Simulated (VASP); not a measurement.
# SrO (e600) (Fm-3m) in VASP: further runs

SrO (e600) is run at these levels: PBEsol; tasks: single point, relaxation of the atoms.

Everything below comes from runs of VASP 6.6.1. Logs are shortened: lines on timing, memory, paths and dates and some standing lists are left out, and cuts for length are marked.

### 1 The cell of the first run

The structure is cubic, space group Fm-3m (No. 225). Conventional cell: a = 5.071 Å, b = 5.071 Å, c = 5.071 Å, α = 90.00°, β = 90.00°, γ = 90.00°. Sr (site symmetry m-3m) has 6 O at 2.54 Å within 3.3 Å. O (site symmetry m-3m) has 6 Sr at 2.54 Å within 3.3 Å.

### 2 Single point, PBEsol (strained cell)

INCAR

```
SYSTEM = SrO
PREC = Accurate
ENCUT = 600
EDIFF = 1E-6
ISMEAR = 0
SIGMA = 0.02
LREAL = .False.
LASPH = .True.
NELM = 120
ALGO = Normal
ISIF = 2
LWAVE = .False.
LCHARG = .True.
GGA = PS
LELF = .True.
LVHAR = .True.
NBANDS = 15
GGA_COMPAT = .False.
```

KPOINTS

```
Automatic mesh
0
Gamma
  6 6 6
  0 0 0
```

POSCAR

```
SrO
1.0
    0.0000000000      2.5357135872      2.5357135872
    2.5357135872      0.0000000000      2.5357135872
    2.5357135872      2.5357135872      0.0000000000
Sr O
1 1
Direct
    0.0000000000      0.0000000000      0.0000000000
    0.5000000000      0.5000000000      0.5000000000
```

Potentials or basis: VASP PAW PBE potentials, release 64 (Sr_sv, O).

Started as:

```console
$ cat potpaw_PBE.64/Sr_sv/POTCAR potpaw_PBE.64/O/POTCAR > POTCAR
$ mpirun -np 1 vasp_std > vasp.out
```

OUTCAR:

```text
SYSTEM = SrO
   PREC = Accurate
   ENCUT = 600
   EDIFF = 1E-6
   ISMEAR = 0
   LREAL = .False.
   LASPH = .True.
   NELM = 120
   ISIF = 2
   GGA = PS

 ion  position               nearest neighbor table
   1  0.000  0.000  0.000-   2 2.54   2 2.54   2 2.54   2 2.54   2 2.54   2 2.54
   2  0.500  0.500  0.500-   1 2.54   1 2.54   1 2.54   1 2.54   1 2.54   1 2.54

  LATTYP: Found a face centered cubic cell.
 ALAT       =     5.0714271744

  Lattice vectors:

 A1 = (   0.0000000000,   2.5357135872,   2.5357135872)
 A2 = (   2.5357135872,   0.0000000000,   2.5357135872)
 A3 = (   2.5357135872,   2.5357135872,   0.0000000000)

Analysis of symmetry for initial positions (statically):
=====================================================================
 Subroutine PRICEL returns:
 Original cell was already a primitive cell.

 Routine SETGRP: Setting up the symmetry group for a
 face centered cubic supercell.

 Subroutine GETGRP returns: Found 48 space group operations
 (whereof 48 operations were pure point group operations)
 out of a pool of 48 trial point group operations.

The static configuration has the point symmetry O_h .

Analysis of symmetry for dynamics (positions and initial velocities):
=====================================================================
 Subroutine PRICEL returns:
 Original cell was already a primitive cell.

 Routine SETGRP: Setting up the symmetry group for a
 face centered cubic supercell.

 Subroutine GETGRP returns: Found 48 space group operations
 (whereof 48 operations were pure point group operations)
 out of a pool of 48 trial point group operations.

The dynamic configuration has the point symmetry O_h .

 Subroutine INISYM returns: Found 48 space group operations
 (whereof 48 operations are pure point group operations),
 and found     1 'primitive' translations

----------------------------------------------------------------------------------------

                                     Primitive cell

  volume of cell :      32.6085

  direct lattice vectors                    reciprocal lattice vectors
     0.000000000  2.535713587  2.535713587    -0.197183153  0.197183153  0.197183153
     2.535713587  0.000000000  2.535713587     0.197183153 -0.197183153  0.197183153
     2.535713587  2.535713587  0.000000000     0.197183153  0.197183153 -0.197183153

  length of vectors
     3.586040545  3.586040545  3.586040545     0.341531239  0.341531239  0.341531239

  position of ions in fractional coordinates (direct lattice)
     0.000000000  0.000000000  0.000000000
     0.500000000  0.500000000  0.500000000

  ion indices of the primitive-cell ions
   primitive index   ion index
                 1           1
                 2           2

----------------------------------------------------------------------------------------

 KPOINTS: Automatic mesh

Automatic generation of k-mesh.
 Grid dimensions read from file:
 generate k-points for:    6    6    6

 Generating k-lattice:

  Cartesian coordinates                     Fractional coordinates (reciprocal lattice)
    -0.032863859  0.032863859  0.032863859     0.166666667  0.000000000  0.000000000
     0.032863859 -0.032863859  0.032863859     0.000000000  0.166666667  0.000000000
     0.032863859  0.032863859 -0.032863859     0.000000000  0.000000000  0.166666667

  Length of vectors
     0.056921873  0.056921873  0.056921873

  Shift w.r.t. Gamma in fractional coordinates (k-lattice)
     0.000000000  0.000000000  0.000000000

 Subroutine IBZKPT returns following result:
 ===========================================

 Found     16 irreducible k-points:

 Following reciprocal coordinates:
            Coordinates               Weight
  0.000000  0.000000  0.000000      1.000000
  0.166667  0.000000  0.000000      8.000000
  0.333333  0.000000  0.000000      8.000000
  0.500000  0.000000  0.000000      4.000000
  0.166667  0.166667  0.000000      6.000000
  0.333333  0.166667  0.000000     24.000000
[... 8 lines left out ...]
 -0.333333  0.333333  0.166667     24.000000
 -0.333333  0.500000  0.166667     12.000000
   k-points           NKPTS =     16   k-points in BZ     NKDIM =     16   number of bands    NBANDS=     15
   number of dos      NEDOS =    301   number of ions     NIONS =      2
   total plane-waves  NPLWV =  27000
   dimension x,y,z NGX =    30 NGY =   30 NGZ =   30
   dimension x,y,z NGXF=    60 NGYF=   60 NGZF=   60
   ions per type =               1   1
   NGX,Y,Z   is equivalent  to a cutoff of  13.91, 13.91, 13.91 a.u.
   NGXF,Y,Z  is equivalent  to a cutoff of  27.82, 27.82, 27.82 a.u.
 SYSTEM =  SrO
   PREC   = accura    normal or accurate (medium, high low for compatibility)
   ISTART =      0    job   : 0-new  1-cont  2-samecut
   ICHARG =      2    charge: 1-file 2-atom 10-const
   ISPIN  =      1    spin polarized calculation?
   LNONCOLLINEAR =      F non collinear calculations
   LSORBIT =      F    spin-orbit coupling
   LASPH  =      T    aspherical Exc in radial PAW
   ENCUT  =  600.0 eV  44.10 Ry    6.64 a.u.   7.16  7.16  7.16*2*pi/ulx,y,z
   NELM   =    120;   NELMIN=  2; NELMDL= -5     # of ELM steps
   EDIFF  = 0.1E-05   stopping-criterion for ELM
   LREAL  =      F    real-space projection
   EDIFFG = 0.1E-04   stopping-criterion for IOM
   NSW    =      0    number of steps for IOM
   IBRION =     -1    ionic relax: 0-MD 1-quasi-New 2-CG
   NFREE  =      0    steps in history (QN), initial steepest desc. (CG)
   ISIF   =      2    stress and relaxation
   ISYM   =      2    0-nonsym 1-usesym 2-fastsym
   POTIM  = 0.5000    time-step for ionic-motion
   TEBEG  =    0.0;   TEEND  =   0.0 temperature during run
   PSTRESS=    0.0 pullay stress
   NELECT =      16.0000    total number of electrons
   NUPDOWN=      -1.0000    fix difference up-down
   EMIN   =  10.00;   EMAX   =-10.00  energy-range for DOS
   EFERMI =   0.00;   METHOD = LEGACY
   ISMEAR =     0;   SIGMA  =   0.02  broadening in eV -4-tet -1-fermi 0-gaus
   EFERMI_NEDOS =   21; number of points for ismear=-14 and -15
   IALGO  =     38    algorithm
   IMIX   =      4    mixing-type and parameters
     AMIX     =   0.40;   BMIX     =  1.00
     AMIX_MAG =   1.60;   BMIX_MAG =  1.00
  volume/ion in A,a.u.               =      16.30       110.03
  Fermi-wavevector in a.u.,A,eV,Ry     =   1.291233  2.440077 22.684759  1.667283
  Thomas-Fermi vector in A             =   2.423016
   LORBIT       =      0    0 simple, 1 ext, 2 COOP (PROOUT), +10 PAW based schemes
   GGA     = PS    functional components
   LHFCALC =     F    Hartree Fock is set to
   AEXX    =    0.0000 exact exchange contribution
   IVDW    =     0    specifies the selected vdW correction
   LEPSILON=     F    determine dielectric tensor
   LRPA    =     F    only Hartree local field effects (RPA)
 non-spin polarized calculation
 Gauss-broadening in eV      SIGMA  =   0.02
  energy-cutoff  :      600.00
  volume of cell :       32.61
 maximum number of plane-waves:      1113
 NGX is ok and might be reduce to    30
   NGX = 15   NGY = 15   NGZ = 15

 number of electron      15.9999999 magnetization

 Free energy of the ion-electron system (eV)
  ---------------------------------------------------
  ext. energy  EPLUGINS =         0.00000000
  ---------------------------------------------------
  free energy    TOTEN  =       -12.62644942 eV

  energy without entropy =      -12.62644942  energy(sigma->0) =      -12.62644942

 E-fermi :   1.8456     XC(G=0): -10.4775

 val. band max:        1.6885983290   @ k =   0.0000   0.0000   0.0000
 cond. band min:       4.8100752689   @ k =   0.5000   0.5000   0.0000
 fundamental gap:      3.1214769398
 Fermi energy:         1.8456157255

 k-point     1 :       0.0000    0.0000    0.0000
  band No.  band energies     occupation
      1     -30.4104      2.00000
      2     -13.3619      2.00000
      3     -12.0155      2.00000
      4     -12.0155      2.00000
      5     -12.0155      2.00000
      6       1.6886      2.00000
      7       1.6886      2.00000
      8       1.6886      2.00000
      9       5.8105      0.00000
     10       7.9352      0.00000
     11       7.9352      0.00000
     12       7.9352      0.00000
     13      10.2269      0.00000
     14      10.2269      0.00000
     15      14.3691      0.00000

 k-point     2 :       0.1667    0.0000    0.0000
  band No.  band energies     occupation
      1     -30.3684      2.00000
      2     -13.9348      2.00000
      3     -12.0389      2.00000
      4     -12.0389      2.00000
      5     -11.5426      2.00000
      6       0.9219      2.00000
      7       1.3281      2.00000
      8       1.3281      2.00000
      9       7.0052      0.00000
     10       7.7176      0.00000
     11       8.5023      0.00000
     12       8.5023      0.00000
     13      10.9826      0.00000
     14      10.9826      0.00000
     15      16.1408      0.00000

 k-point     3 :       0.3333    0.0000    0.0000
  band No.  band energies     occupation
      1     -30.2830      2.00000
      2     -14.6767      2.00000
      3     -12.0846      2.00000
      4     -12.0846      2.00000
      5     -11.0017      2.00000
      6      -0.1708      2.00000
      7       0.7167      2.00000
      8       0.7167      2.00000
      9       7.9422      0.00000
     10       9.1787      0.00000
     11       9.8873      0.00000
     12       9.8873      0.00000
     13      12.6650      0.00000
     14      12.6650      0.00000
     15      17.9837      0.00000

 k-point     4 :       0.5000    0.0000    0.0000
  band No.  band energies     occupation
      1     -30.2394      2.00000
      2     -14.9743      2.00000
      3     -12.1069      2.00000
      4     -12.1069      2.00000
      5     -10.8044      2.00000
      6      -0.6191      2.00000
      7       0.4499      2.00000
      8       0.4499      2.00000
      9       8.3568      0.00000
     10      10.3097      0.00000
     11      10.7724      0.00000
     12      10.7724      0.00000
     13      14.0582      0.00000
     14      14.0582      0.00000
     15      17.0593      0.00000
[... 163 lines left out ...]
 k-point    14 :       0.5000    0.3333    0.1667
  band No.  band energies     occupation
      1     -30.2293      2.00000
      2     -14.4091      2.00000
      3     -12.5073      2.00000
      4     -12.3115      2.00000
      5     -11.3760      2.00000
      6       0.2913      2.00000
      7       0.8027      2.00000
      8       1.3393      2.00000
      9       6.7100      0.00000
     10       9.0948      0.00000
     11      10.7583      0.00000
     12      11.3708      0.00000
     13      12.8552      0.00000
     14      14.1766      0.00000
     15      16.4098      0.00000

 k-point    15 :      -0.3333    0.3333    0.1667
  band No.  band energies     occupation
      1     -30.2012      2.00000
      2     -14.3974      2.00000
      3     -12.6429      2.00000
      4     -12.4782      2.00000
      5     -11.3371      2.00000
      6       0.2773      2.00000
      7       1.0054      2.00000
      8       1.0808      2.00000
      9       7.9504      0.00000
     10       8.0730      0.00000
     11      10.9906      0.00000
     12      12.0972      0.00000
     13      13.5522      0.00000
     14      15.0624      0.00000
     15      15.7999      0.00000

 k-point    16 :      -0.3333    0.5000    0.1667
  band No.  band energies     occupation
      1     -30.1888      2.00000
      2     -13.9458      2.00000
      3     -12.9771      2.00000
      4     -12.6295      2.00000
      5     -11.6378      2.00000
      6       0.7480      2.00000
      7       1.2825      2.00000
      8       1.3756      2.00000
      9       6.2833      0.00000
     10       9.3900      0.00000
     11      10.4486      0.00000
     12      13.0625      0.00000
     13      13.2001      0.00000
     14      15.0545      0.00000
     15      15.5859      0.00000

------------------------ aborting loop because EDIFF is reached ----------------------------------------

  FORCE on cell =-STRESS in cart. coord.  units (eV):
  Direction    XX          YY          ZZ          XY          YZ          ZX
  --------------------------------------------------------------------------------------
  -------------------------------------------------------------------------------------
  Total        0.7459886      0.7459886      0.7459886     -0.0000000     -0.0000000     -0.0000000
  in kB       36.6532222     36.6532222     36.6532222     -0.0000000     -0.0000000     -0.0000000
  external PRESSURE =      36.6532222 kB  Pullay stress =       0.0000000 kB

 VOLUME and BASIS-vectors are now :
 -----------------------------------------------------------------------------
  energy-cutoff  :      600.00
  volume of cell :       32.61
      direct lattice vectors                 reciprocal lattice vectors
     0.000000000  2.535713587  2.535713587    -0.197183153  0.197183153  0.197183153
     2.535713587  0.000000000  2.535713587     0.197183153 -0.197183153  0.197183153
     2.535713587  2.535713587  0.000000000     0.197183153  0.197183153 -0.197183153

 POSITION                                       TOTAL-FORCE (eV/Angst)
 -----------------------------------------------------------------------------------
      0.00000      0.00000      0.00000        -0.000000      0.000000      0.000000
      2.53571      2.53571      2.53571         0.000000     -0.000000     -0.000000
 -----------------------------------------------------------------------------------
    total drift:                                0.000000      0.000000      0.000000

  FREE ENERGIE OF THE ION-ELECTRON SYSTEM (eV)
  ---------------------------------------------------
  free  energy   TOTEN  =       -12.6264494200 eV

  energy  without entropy=      -12.6264494200  energy(sigma->0) =      -12.62644942
```

It took 16 s on 1 thread of AMD EPYC 7R43 (Zen 3), shared host; peak memory 0.14 GiB.

What came out:

```yaml
Free_energy: -12.6264 eV
Pressure: 3.7 GPa
Band_gap_on_the_k_mesh: 3.12 eV, indirect (least direct gap 3.18 eV)
```

Caveat: the cell differs from its parent crystal (strained cell); the PAW data sets were made with another functional, which shifts forces and pressure a little.

### 3 Relaxation of the atoms, PBEsol (strained cell)

INCAR

```
ALGO     = Normal         # electronic algorithm
EDIFF    = 1E-7           # SCF threshold, eV
EDIFFG   = -0.002         # ionic threshold
ENCUT    = 520            # plane-wave cutoff, eV
GGA      = PS             # functional
GGA_COMPAT= False        
IBRION   = 2              # ionic algorithm
ISIF     = 2              # what is computed and relaxed
ISMEAR   = 0              # smearing method
LASPH    = True           # aspherical terms in the spheres
LCHARG   = False          # write CHGCAR
LREAL    = False          # projectors in reciprocal space
LWAVE    = False          # write WAVECAR
NELM     = 120            # most SCF steps
NELMIN   = 4            
NSW      = 60             # ionic steps
PREC     = Accurate       # precision mode
SIGMA    = 0.02           # smearing width, eV
```

KPOINTS

```
k-points
0
Gamma
  6 6 6
```

POSCAR is that of step 2.

Potentials or basis: VASP PAW PBE potentials, release 64 (Sr_sv, O).

Started as:

```console
$ cat potpaw_PBE.64/Sr_sv/POTCAR potpaw_PBE.64/O/POTCAR > POTCAR
$ mpirun -np 1 vasp_std > vasp.out
```

OUTCAR:

```text
EDIFF = 1E-7
   EDIFFG = -0.002
   ENCUT = 520
   GGA = PS
   IBRION = 2
   ISIF = 2
   ISMEAR = 0
   LASPH = True
   LREAL = False
   NELM = 120
   NELMIN = 4
   NSW = 60
   PREC = Accurate

 ion  position               nearest neighbor table
   1  0.000  0.000  0.000-   2 2.54   2 2.54   2 2.54   2 2.54   2 2.54   2 2.54
   2  0.500  0.500  0.500-   1 2.54   1 2.54   1 2.54   1 2.54   1 2.54   1 2.54

  LATTYP: Found a face centered cubic cell.
 ALAT       =     5.0714271744

  Lattice vectors:

[... 419 lines left out ...]

  FORCE on cell =-STRESS in cart. coord.  units (eV):
  Direction    XX          YY          ZZ          XY          YZ          ZX
  --------------------------------------------------------------------------------------
  -------------------------------------------------------------------------------------
  Total        0.7629240      0.7629240      0.7629240      0.0000000     -0.0000000      0.0000000
  in kB       37.4853233     37.4853233     37.4853233      0.0000000     -0.0000000      0.0000000
  external PRESSURE =      37.4853233 kB  Pullay stress =       0.0000000 kB

 VOLUME and BASIS-vectors are now :
 -----------------------------------------------------------------------------
  energy-cutoff  :      520.00
  volume of cell :       32.61
      direct lattice vectors                 reciprocal lattice vectors
     0.000000000  2.535713587  2.535713587    -0.197183153  0.197183153  0.197183153
     2.535713587  0.000000000  2.535713587     0.197183153 -0.197183153  0.197183153
     2.535713587  2.535713587  0.000000000     0.197183153  0.197183153 -0.197183153

 POSITION                                       TOTAL-FORCE (eV/Angst)
 -----------------------------------------------------------------------------------
      0.00000      0.00000      0.00000         0.000000     -0.000000      0.000000
      2.53571      2.53571      2.53571         0.000000      0.000000      0.000000
 -----------------------------------------------------------------------------------
    total drift:                                0.000000      0.000000      0.000000

  FREE ENERGIE OF THE ION-ELECTRON SYSTEM (eV)
  ---------------------------------------------------
  free  energy   TOTEN  =       -12.6249054992 eV

  energy  without entropy=      -12.6249054992  energy(sigma->0) =      -12.62490550

 reached required accuracy - stopping structural energy minimisation
```

OSZICAR:

```text
N       E                     dE             d eps       ncg     rms          rms(c)
DAV:   1     0.713132427072E+02    0.71313E+02   -0.86442E+03   384   0.131E+03
DAV:   2    -0.111556930185E+02   -0.82469E+02   -0.75697E+02   492   0.251E+02
DAV:   3    -0.145167653550E+02   -0.33611E+01   -0.33411E+01   516   0.464E+01
DAV:   4    -0.146134536359E+02   -0.96688E-01   -0.96650E-01   520   0.703E+00
DAV:   5    -0.146143601661E+02   -0.90653E-03   -0.90652E-03   520   0.638E-01    0.185E+01
DAV:   6    -0.127624194276E+02    0.18519E+01   -0.91177E+00   444   0.232E+01    0.220E+01
DAV:   7    -0.126489669746E+02    0.11345E+00   -0.49883E-01   468   0.647E+00    0.129E+01
DAV:   8    -0.126244984294E+02    0.24469E-01   -0.13214E-01   412   0.401E+00    0.807E-01
DAV:   9    -0.126246002158E+02   -0.10179E-03   -0.10627E-02   568   0.856E-01    0.207E-01
DAV:  10    -0.126248374223E+02   -0.23721E-03   -0.62562E-04   404   0.256E-01    0.595E-02
DAV:  11    -0.126249006299E+02   -0.63208E-04   -0.77801E-05   424   0.819E-02    0.320E-02
DAV:  12    -0.126249066876E+02   -0.60576E-05   -0.12479E-05   552   0.315E-02    0.339E-02
DAV:  13    -0.126249055867E+02    0.11009E-05   -0.22105E-06   468   0.151E-02    0.244E-03
DAV:  14    -0.126249054992E+02    0.87507E-07   -0.33072E-07   464   0.468E-03
   1 F= -.12624905E+02 E0= -.12624905E+02  d E =-.126249E+02
```

CONTCAR:

```text
SrO
   1.00000000000000
     0.0000000000000000    2.5357135872000001    2.5357135872000001
     2.5357135872000001    0.0000000000000000    2.5357135872000001
     2.5357135872000001    2.5357135872000001    0.0000000000000000
  Sr              O
     1     1
Direct
     0.0000000000000000    0.0000000000000000    0.0000000000000000
     0.5000000000000000    0.5000000000000000    0.5000000000000000

  0.00000000E+00  0.00000000E+00  0.00000000E+00
  0.00000000E+00  0.00000000E+00  0.00000000E+00
```

Wall time 9.6 s (1 thread of AMD EPYC 7R43 (Zen 3), shared host); peak memory 0.12 GiB.

What came out:

- Free energy: -12.6249 eV
- Pressure after relaxing: 3.7 GPa
- Band gap on the k mesh: 3.12 eV, indirect (least direct gap 3.18 eV)

Final structure:
```xyz
2
Lattice="0.0000 2.5357 2.5357 2.5357 0.0000 2.5357 2.5357 2.5357 0.0000" Properties=species:S:1:pos:R:3 pbc="T T T"
Sr    0.0000    0.0000    0.0000
O     2.5357    2.5357    2.5357
```

Caveat: the cell differs from its parent crystal (strained cell); the relaxation stopped at its first step, so nothing moved; the PAW data sets were made with another functional, which shifts forces and pressure a little.
